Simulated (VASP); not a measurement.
ZnO (CsCl type):

```xyz
2
Lattice="2.7144 0.0000 0.0000 0.0000 2.7144 0.0000 0.0000 0.0000 2.7144" Properties=species:S:1:pos:R:3 pbc="T T T"
Zn    0.0000    0.0000    0.0000
O     1.3572    1.3572    1.3572
```

| Item | Value |
| --- | --- |
| Program | VASP 6.6.1 |
| Task | relaxation of cell and atoms |
| Functional | PBE |
| Potentials or basis | VASP PAW PBE potentials, release 64 (Zn, O) |
| Cutoff | 600 eV |
| k mesh | 15 × 15 × 15 |
| Occupations | fermi-dirac, width 0.05 eV |
| Spin | no spin polarisation |

At the start: pressure -4.0 GPa; volume 10.00 Å³/atom.

**Question.** Where does the relaxation end?

**Answer.** Over 3 steps the energy falls by 3.3 meV/atom and the volume is 9.74 Å³/atom (-2.6 %); space group Pm-3m (No. 221, to 0.05 Å).

Step by step:
```tsv
step	energy change (eV)	largest force (eV/Å)	pressure (GPa)	volume (Å³)
1	0.0000	0.0000	-4.00	20.00
2	-0.0056	0.0000	1.64	19.29
3	-0.0066	0.0000	-0.04	19.48
```

Final structure:
```cif
data_structure
_symmetry_space_group_name_H-M 'P 1'
_symmetry_Int_Tables_number 1
_cell_length_a 2.6908
_cell_length_b 2.6908
_cell_length_c 2.6908
_cell_angle_alpha 90.000
_cell_angle_beta 90.000
_cell_angle_gamma 90.000
_cell_volume 19.48
loop_
_atom_site_label
_atom_site_type_symbol
_atom_site_fract_x
_atom_site_fract_y
_atom_site_fract_z
_atom_site_occupancy
Zn1 Zn 0.00000 0.00000 0.00000 1
O1 O 0.50000 0.50000 0.50000 1
```
